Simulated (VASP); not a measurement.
## Si3N4: electric field gradients with r2SCAN

The system is Si3N4.

```
CELL_PARAMETERS angstrom
7.60180 0.00000 0.00000
-3.80090 6.58335 0.00000
0.00000 0.00000 2.90660
ATOMIC_POSITIONS crystal
Si 0.17370 0.76755 0.25000
Si 0.40615 0.17370 0.75000
Si 0.23245 0.40615 0.25000
Si 0.82630 0.23245 0.75000
Si 0.59385 0.82630 0.25000
Si 0.76755 0.59385 0.75000
N 0.33333 0.66667 0.25000
N 0.66667 0.33333 0.75000
N 0.32970 0.02960 0.25000
N 0.30011 0.32970 0.75000
N 0.97040 0.30011 0.25000
N 0.67030 0.97040 0.75000
N 0.69989 0.67030 0.25000
N 0.02960 0.69989 0.75000
```

```
Program                : VASP 6.6.1
Task                   : electric field gradients
Functional             : r2SCAN
Potentials or basis    : VASP PAW PBE potentials, release 64 (Si, N)
Cutoff                 : 520 eV
k mesh                 : 4 × 4 × 10
Occupations            : fermi-dirac, width 0.02 eV
Spin                   : no spin polarisation
Dipole correction      : no
Further INCAR settings : ALGO = Normal; EDIFF = 1e-08; NBANDS = 45
```

The pressure is -0.2 GPa and the largest force is 0.051 eV/Å. The band gap on the k mesh is 4.99 eV (least direct gap 5.19 eV). The largest electric field gradient by atom is Si +9.7; N -46.2, -46.1 (each value once) V/Å².

Forces on the atoms (eV/Å):
```
Si   0.016  0.048  0.000
Si  -0.034  0.038  0.000
Si  -0.050 -0.010  0.000
Si  -0.016 -0.048  0.000
Si   0.034 -0.038  0.000
Si   0.050  0.010  0.000
N    0.000  0.000  0.000
N    0.000  0.000  0.000
N    0.008  0.041  0.000
N   -0.031  0.027  0.000
N   -0.039 -0.014  0.000
N   -0.008 -0.041  0.000
N    0.031 -0.027  0.000
N    0.039  0.014  0.000
```

Stress tensor (GPa, compression positive):
```
-0.04  0.00  0.00
 0.00 -0.04  0.00
 0.00  0.00 -0.55
```

Levels at points of the mesh, in eV from the valence-band top:
```
           k point  band 30  band 31  band 32  band 33  band 34  band 35
(0.00, 0.00, 0.00)    -0.47    -0.39    -0.20     4.99     5.27     5.58
(0.50, 0.00, 0.00)    -0.79    -0.34    -0.26     5.28     5.39     5.56
(0.00, 0.00, 0.50)    -1.66    -1.38    -1.38     5.36     5.36     5.36
(0.50, 0.00, 0.50)    -1.54    -1.08    -1.08     5.46     5.46     6.52
```

Electric field gradients, principal values (V/Å²):
| atom | least | middle | greatest (by size) |
| --- | --- | --- | --- |
| 1 Si | -4.063 | -5.675 | 9.738 |
| 2 Si | -4.063 | -5.675 | 9.738 |
| 3 Si | -4.063 | -5.675 | 9.738 |
| 4 Si | -4.063 | -5.675 | 9.738 |
| 5 Si | -4.063 | -5.675 | 9.738 |
| 6 Si | -4.063 | -5.675 | 9.738 |
| 7 N | 23.123 | 23.124 | -46.248 |
| 8 N | 23.123 | 23.124 | -46.248 |
| 9 N | 20.490 | 25.599 | -46.089 |
| 10 N | 20.491 | 25.598 | -46.089 |
| 11 N | 20.490 | 25.598 | -46.089 |
| 12 N | 20.490 | 25.599 | -46.089 |
| 13 N | 20.491 | 25.598 | -46.089 |
| 14 N | 20.490 | 25.598 | -46.089 |

Run time: 11 min on 1 thread of Intel Xeon 8259CL, on a shared host, peak memory 0.37 GiB.

Caveat: without QUAD_EFG the Cq values of the log hold for a quadrupole moment of 1 mb, not for the nuclei; the PAW data sets were made with another functional, which shifts forces and pressure a little. A k mesh can miss the band edges.
